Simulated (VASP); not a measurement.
Input of a VASP 6.6.1 run:

The input INCAR:

```
SYSTEM = Ag
ALGO = Normal ; DIPOL = 0.5 0.5 0.500
EDIFF = 1E-7 ; EDIFFG = -0.01
ENCUT = 520 ; GGA = CA
IBRION = 2 ; IDIPOL = 3
ISIF = 2 ; ISMEAR = -1
KPAR = 4 ; LASPH = .True.
LCHARG = .False. ; LDIPOL = .True.
LREAL = .False. ; LWAVE = .False.
NELM = 60 ; NSW = 32
PREC = Accurate ; SIGMA = 0.05
```

KPOINTS

```
k-points
0
Gamma
  13 9 1
  0 0 0
```

File POSCAR:

```
Ag
1.0
    2.8298474681      0.0000000000      0.0000000000
    0.0000000000      4.0020086688      0.0000000000
    0.0000000000      0.0000000000     21.6597000000
Ag
5
Direct
    0.0000000000      0.0000000000      0.3730374318
    0.5000000000      0.5000000000      0.4328805153
    0.0000000000      0.0000000000      0.5000000003
    0.5000000000      0.5000000000      0.5671194847
    0.0000000000      0.0000000000      0.6269625679
```

Potentials or basis: VASP PAW LDA potentials, release 64 (Ag).

The run is started by

```sh
$ cat potpaw_LDA.64/Ag/POTCAR > POTCAR
$ mpirun -np 4 vasp_std > vasp.out
```

Problem. What does it give for the band gap on the k mesh?

Solution. Zero (an odd number of electrons rules out a gap without spin polarisation).

Problem. Predict the energy gained by relaxing.

Solution. 0.0 meV/atom.

Final structure:
```
CELL_PARAMETERS angstrom
2.82985 0.00000 0.00000
0.00000 4.00201 0.00000
0.00000 0.00000 21.65970
ATOMIC_POSITIONS crystal
Ag 0.00000 0.00000 0.37292
Ag 0.50000 0.50000 0.43286
Ag 0.00000 0.00000 0.50000
Ag 0.50000 0.50000 0.56714
Ag 0.00000 0.00000 0.62708
```
